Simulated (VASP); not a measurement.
A run of VASP 6.6.1 is set up as follows.

Contents of INCAR:

```
PREC     = Accurate       # precision mode
ENCUT    = 500            # plane-wave cutoff, eV
EDIFF    = 1E-7           # SCF threshold, eV
ISMEAR   = -1             # smearing method
SIGMA    = 0.05           # smearing width, eV
LREAL    = F              # projectors in reciprocal space
LASPH    = T              # aspherical terms in the spheres
NELM     = 120            # most SCF steps
ALGO     = Normal         # electronic algorithm
ISIF     = 3              # what is computed and relaxed
LWAVE    = F              # write WAVECAR
LCHARG   = F              # write CHGCAR
GGA      = B5             # functional
ALDAX    = 1.0          
AGGAX    = 1.0          
AGGAC    = 1.0          
ALDAC    = 0.0          
IBRION   = 2              # ionic algorithm
NSW      = 60             # ionic steps
EDIFFG   = -0.01          # ionic threshold
GGA_COMPAT= F            
NELMIN   = 4
```

The input KPOINTS:

```
Automatic mesh
0
Gamma
  12 12 12
```

Contents of POSCAR:

```
Pt
1.0
    0.0000000000      1.9609000000      1.9609000000
    1.9609000000      0.0000000000      1.9609000000
    1.9609000000      1.9609000000      0.0000000000
Pt
1
Direct
    0.0000000000      0.0000000000      0.0000000000
```

Potentials or basis: VASP PAW PBE potentials, release 64 (Pt_sv_GW).

Run with:

```console
$ cat potpaw_PBE.64/Pt_sv_GW/POTCAR > POTCAR
$ mpirun -np 1 vasp_std > vasp.out
```

Problem. Estimate the band gap on the k mesh.

Solution. Zero (bands 9 and 10 overlap by 1.93 eV).

Problem. Estimate the space group after relaxing (to 0.1 Å).

Solution. Fm-3m (No. 225).

Step by step:
```csv
step,energy change (eV),largest force (eV/Å),pressure (GPa),volume (Å³)
1,0.0000,0.0000,23.88,15.08
2,0.2931,0.0000,-23.59,20.54
3,-0.0941,0.0000,-1.63,16.62
4,-0.0948,0.0000,-0.27,16.51
5,-0.0948,0.0000,-0.07,16.48
```

Caveat: the PAW data sets were made with another functional, which shifts forces and pressure a little; spin-orbit coupling is left out, which moves the levels of the heavy elements. BLYP gives volumes clearly too large for solids.
